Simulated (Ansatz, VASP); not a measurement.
**Two plane-wave programs on TaVN2**

The input INCAR:

```
SYSTEM = TaVN2
  PREC = Accurate
  ENCUT = 520
  EDIFF = 1E-6
  ISMEAR = -1
  SIGMA = 0.05
  LREAL = .FALSE.
  LASPH = .TRUE.
  NELM = 150
  ALGO = Normal
  ISIF = 2
  LWAVE = .FALSE.
  LCHARG = .FALSE.
  ISPIN = 2
  MAGMOM = 0 2 0 0
  LORBIT = 11
  LMAXMIX = 4
  GGA = PE
  NBANDS = 29
```

Contents of KPOINTS:

```
Automatic mesh
0
G
  9 9 6
  0 0 0
```

File POSCAR:

```
TaVN2
1.0
    3.0086475282      0.0000000000      0.0000000000
    0.0000000000      3.0086475282      0.0000000000
    0.0000000000      0.0000000000      4.2379999906
Ta V N
1 1 2
Direct
    0.0000000000      0.0000000000      0.0000000000
    0.5000000000      0.5000000000      0.5000000000
    0.5000000000      0.5000000000      0.0000000000
    0.0000000000      0.0000000000      0.5000000000
```

input.yaml

```yaml
crystal:
  lattice:
    - [3.0086475282, 0.0, 0.0]
    - [0.0, 3.0086475282, 0.0]
    - [0.0, 0.0, 4.2379999906]
  atoms:
    - { symbol: Ta, position: [0.0, 0.0, 0.0] }
    - { symbol: V, position: [0.5, 0.5, 0.5], spin: 2.0 }
    - { symbol: "N", position: [0.5, 0.5, 0.0] }
    - { symbol: "N", position: [0.0, 0.0, 0.5] }
hamiltonian:
  xc: pbe
  pseudopotentials: { kind: paw }
magnetization:
  spin_polarized: true
kpoints:
  mp_grid: { grid: [9, 9, 6] }
scf:
  occupations: { method: fermi_dirac, width: 0.05 }
output:
  forces: true
  stress: true
  eigenvalues: true
```

Alike in both runs: task single point; functional PBE; k mesh 9 × 9 × 6; occupations fermi-dirac, width 0.05 eV; collinear spin.

|  | VASP | Ansatz |
| --- | --- | --- |
| version | VASP 6.6.1 | Ansatz 0.2.0 |
| potentials or method | VASP PAW PBE potentials, release 64 (Ta_pv, V_sv, N) | Ansatz PAW |
| plane-wave cutoff (eV) | 520 | 420 |
| valence electrons in the cell | 34 | 36 |

```tsv
	VASP	Ansatz	Ansatz less VASP
gap on the k mesh at the Fermi level (eV)	none	none	-
pressure (GPa)	11.4	12.2	+0.84
traceless stress, the component that is largest in VASP (GPa)	-1.64	-0.47	+1.175
net moment per atom (μB)	0.00	0.23	+0.232
size of the moment on the site where the two differ most (μB)	0.00	0.75	+0.753
```

The net moments are unlike, so the other rows may belong to different states. Site moments also hang on the region over which each program counts them. A gap of «none» marks a metal or a gap that the smearing closes. VASP's potentials hold 34 valence electrons a cell and Ansatz's 36, so a difference there can come from the potentials and not from the codes.

Neither program's run includes spin-orbit coupling.
